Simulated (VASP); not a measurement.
# CuO in VASP: further runs, part 2 of 3

VASP 6.6.1.

## Step 3: Single point, PBE

File INCAR:

```
SYSTEM = CuO
  PREC = Accurate
  ENCUT = 820
  EDIFF = 1E-6
  ISMEAR = 0
  SIGMA = 0.1
  LREAL = .False.
  LASPH = .True.
  NELM = 120
  ALGO = Normal
  ISIF = 2
  LWAVE = .False.
  LCHARG = .False.
  GGA = PE
  NBANDS = 33
  GGA_COMPAT = .False.
```

File KPOINTS:

```
Automatic mesh
0
Gamma
  8 8 4
  0 0 0
```

File POSCAR:

```
CuO
1.0
    2.3446500000     -1.7134000000      0.0000000000
    2.3446500000      1.7134000000      0.0000000000
   -0.8605500000      0.0000000000      5.0594400000
Cu O
2 2
Direct
    0.0032000000      0.4968000000      0.0000000000
    0.4968000000      0.0032000000      0.5000000000
    0.5714000000      0.4056000000      0.2537000000
    0.4056000000      0.5714000000      0.7537000000
```

Potentials or basis: VASP PAW PBE potentials, release 64 (Cu_sv_GW, O).

The run is started by

```console
$ cat potpaw_PBE.64/Cu_sv_GW/POTCAR potpaw_PBE.64/O/POTCAR > POTCAR
$ mpirun -np 1 vasp_std > vasp.out
```

OUTCAR:

```text
SYSTEM = CuO
   PREC = Accurate
   ENCUT = 820
   EDIFF = 1E-6
   ISMEAR = 0
   LREAL = .False.
   LASPH = .True.
   NELM = 120
   ISIF = 2
   GGA = PE

 ion  position               nearest neighbor table
   1  0.003  0.497  0.000-   4 1.91   3 1.93   4 1.98   3 2.02
   2  0.497  0.003  0.500-   3 1.91   4 1.93   3 1.98   4 2.02
   3  0.571  0.406  0.254-   2 1.91   1 1.93   2 1.98   1 2.02
   4  0.406  0.571  0.754-   1 1.91   2 1.93   1 1.98   2 2.02

  LATTYP: Found a base centered monoclinic cell.
 ALAT       =     4.6893000000
 B/A-ratio  =     0.7307700510
 C/A-ratio  =     1.0944283424
 COS(beta)  =    -0.1676798048

  Lattice vectors:

 A1 = (   2.3446500000,  -1.7134000000,   0.0000000000)
 A2 = (   2.3446500000,   1.7134000000,   0.0000000000)
 A3 = (  -0.8605500000,   0.0000000000,   5.0594400000)

Analysis of symmetry for initial positions (statically):
=====================================================================
 Subroutine PRICEL returns:
 Original cell was already a primitive cell.

 Routine SETGRP: Setting up the symmetry group for a
 base centered monoclinic supercell.

 Subroutine GETGRP returns: Found  2 space group operations
 (whereof  1 operations were pure point group operations)
 out of a pool of  4 trial point group operations.

The static configuration has the point symmetry C_1 .
 The point group associated with its full space group is C_1h.

Analysis of symmetry for dynamics (positions and initial velocities):
=====================================================================
 Subroutine PRICEL returns:
 Original cell was already a primitive cell.

 Routine SETGRP: Setting up the symmetry group for a
 base centered monoclinic supercell.

 Subroutine GETGRP returns: Found  2 space group operations
 (whereof  1 operations were pure point group operations)
 out of a pool of  4 trial point group operations.

The dynamic configuration has the point symmetry C_1 .
 The point group associated with its full space group is C_1h.

 Subroutine INISYM returns: Found  2 space group operations
[... 122 lines left out ...]
  volume/ion in A,a.u.               =      10.16        68.58
  Fermi-wavevector in a.u.,A,eV,Ry     =   1.754049  3.314672 41.860887  3.076688
  Thomas-Fermi vector in A             =   2.824066
   LORBIT       =      0    0 simple, 1 ext, 2 COOP (PROOUT), +10 PAW based schemes
   GGA     = PE    functional components
   LHFCALC =     F    Hartree Fock is set to
   AEXX    =    0.0000 exact exchange contribution
   IVDW    =     0    specifies the selected vdW correction
   LEPSILON=     F    determine dielectric tensor
   LRPA    =     F    only Hartree local field effects (RPA)
 non-spin polarized calculation
 Gauss-broadening in eV      SIGMA  =   0.10
  energy-cutoff  :      820.00
  volume of cell :       40.65
 maximum number of plane-waves:      2186
   NGX = 13   NGY = 13   NGZ = 23

 number of electron      49.9999991 magnetization

 Free energy of the ion-electron system (eV)
  ---------------------------------------------------
  ext. energy  EPLUGINS =         0.00000000
  ---------------------------------------------------
  free energy    TOTEN  =       -19.65555766 eV

  energy without entropy =      -19.64454141  energy(sigma->0) =      -19.65004953

 E-fermi :   5.7198     XC(G=0): -12.2686

 val. band max:        5.7153873726   @ k =   0.2500   0.2500   0.5000
 cond. band min:       5.7311696074   @ k =   0.3750   0.2500   0.5000
 fundamental gap:      0.0157822349
 Fermi energy:         5.7197943924

 k-point     1 :       0.0000    0.0000    0.0000
  band No.  band energies     occupation
      1    -106.8841      2.00000
      2    -106.8836      2.00000
      3     -64.4115      2.00000
      4     -64.4113      2.00000
      5     -64.3851      2.00000
      6     -64.3762      2.00000
[... 853 lines left out ...]
     32      20.4223      0.00000
     33      21.0540      0.00000

 [... further k-points ...]

------------------------ aborting loop because EDIFF is reached ----------------------------------------

  FORCE on cell =-STRESS in cart. coord.  units (eV):
  Direction    XX          YY          ZZ          XY          YZ          ZX
  --------------------------------------------------------------------------------------
  -------------------------------------------------------------------------------------
  Total        1.1848348      1.4590935      1.0344547      0.0000000      0.0000000     -0.4220186
  in kB       46.6980951     57.5074997     40.7711393      0.0000000      0.0000000    -16.6330903
  external PRESSURE =      48.3255780 kB  Pullay stress =       0.0000000 kB

 VOLUME and BASIS-vectors are now :
 -----------------------------------------------------------------------------
  energy-cutoff  :      820.00
  volume of cell :       40.65
      direct lattice vectors                 reciprocal lattice vectors
     2.344650000 -1.713400000  0.000000000     0.213251445 -0.291817439  0.036271510
     2.344650000  1.713400000  0.000000000     0.213251445  0.291817439  0.036271510
    -0.860550000  0.000000000  5.059440000     0.000000000  0.000000000  0.197650333

 POSITION                                       TOTAL-FORCE (eV/Angst)
 -----------------------------------------------------------------------------------
      1.17233      0.84573      0.00000        -0.633498      0.357235      0.246612
      0.74205     -0.84573      2.52972        -0.633498     -0.357235      0.246612
      2.07240     -0.28408      1.28358         0.633498      0.315992     -0.246612
      1.64213      0.28408      3.81330         0.633498     -0.315992     -0.246612
 -----------------------------------------------------------------------------------
    total drift:                               -0.002201      0.000000      0.000426

  FREE ENERGIE OF THE ION-ELECTRON SYSTEM (eV)
  ---------------------------------------------------
  free  energy   TOTEN  =       -19.6555576563 eV

  energy  without entropy=      -19.6445414097  energy(sigma->0) =      -19.65004953
```

OSZICAR:

```text
N       E                     dE             d eps       ncg     rms          rms(c)
DAV:   1     0.106816803945E+04    0.10682E+04   -0.40422E+04  8023   0.598E+03
DAV:   2     0.874017680021E+02   -0.98077E+03   -0.94260E+03  8524   0.138E+03
DAV:   3    -0.207629048919E+02   -0.10816E+03   -0.10566E+03  9890   0.511E+02
DAV:   4    -0.255302764721E+02   -0.47674E+01   -0.47407E+01  8415   0.123E+02
DAV:   5    -0.257094860378E+02   -0.17921E+00   -0.17899E+00  8992   0.215E+01    0.174E+01
DAV:   6    -0.239955977863E+02    0.17139E+01   -0.45242E+01  9040   0.339E+02    0.162E+01
DAV:   7    -0.196025255811E+02    0.43931E+01   -0.15456E+01  8312   0.286E+02    0.380E+00
DAV:   8    -0.196740905238E+02   -0.71565E-01   -0.14169E+00  8512   0.141E+01    0.200E+00
DAV:   9    -0.196587474786E+02    0.15343E-01   -0.57850E-02  9784   0.127E+01    0.562E-01
DAV:  10    -0.196553830145E+02    0.33645E-02   -0.93876E-03  9896   0.593E+00    0.132E-01
DAV:  11    -0.196556102703E+02   -0.22726E-03   -0.12690E-03  8984   0.462E-01    0.673E-02
DAV:  12    -0.196555573366E+02    0.52934E-04   -0.23833E-04  9272   0.376E-01    0.131E-02
DAV:  13    -0.196555568694E+02    0.46721E-06   -0.21674E-05  8504   0.171E-01    0.682E-03
DAV:  14    -0.196555576563E+02   -0.78688E-06   -0.10608E-06  4208   0.846E-02
   1 F= -.19655558E+02 E0= -.19650050E+02  d E =-.110162E-01
```

It took 2.2 min on 1 thread of Intel Xeon 6975P-C (Granite Rapids), shared host; peak memory 0.32 GiB.

What came out:

```yaml
Free_energy: -19.6556 eV
Pressure: 4.8 GPa
Largest_force: 0.768 eV/Å
Band_gap_on_the_k_mesh: zero (bands 25 and 26 overlap by 0.67 eV)
```

Forces on the atoms (eV/Å):
```
Cu  -0.633  0.357  0.247
Cu  -0.633 -0.357  0.247
O    0.633  0.316 -0.247
O    0.633 -0.316 -0.247
```

Levels at points of the mesh, in eV from the Fermi level:
```tsv
k point	band 23	band 24	band 25	band 26	band 27	band 28
(0.00, 0.00, 0.00)	-2.14	-1.65	0.21	0.91	1.66	5.98
(0.50, 0.00, 0.00)	-1.50	-1.40	-0.04	0.28	4.83	6.24
(0.50, 0.50, 0.00)	-1.66	-1.23	-0.66	1.06	3.31	6.98
(0.00, 0.00, 0.50)	-1.49	-1.49	0.24	0.24	3.87	3.87
(0.50, 0.00, 0.50)	-1.73	-1.61	-0.10	0.73	5.08	6.46
(0.50, 0.50, 0.50)	-1.31	-1.31	-0.41	-0.41	5.17	5.17
```

Caveat: the cell stands under pressure; semilocal functionals often make such compounds metallic where correlation or magnetic order opens a gap, which also shifts bond lengths. With open d or f shells a metallic result of PBE can be an artefact of self-interaction; +U or a hybrid may open a gap.

[end of part 2 of 3]

The gap in the log of VASP goes by the Fermi energy; the results here count the filled bands.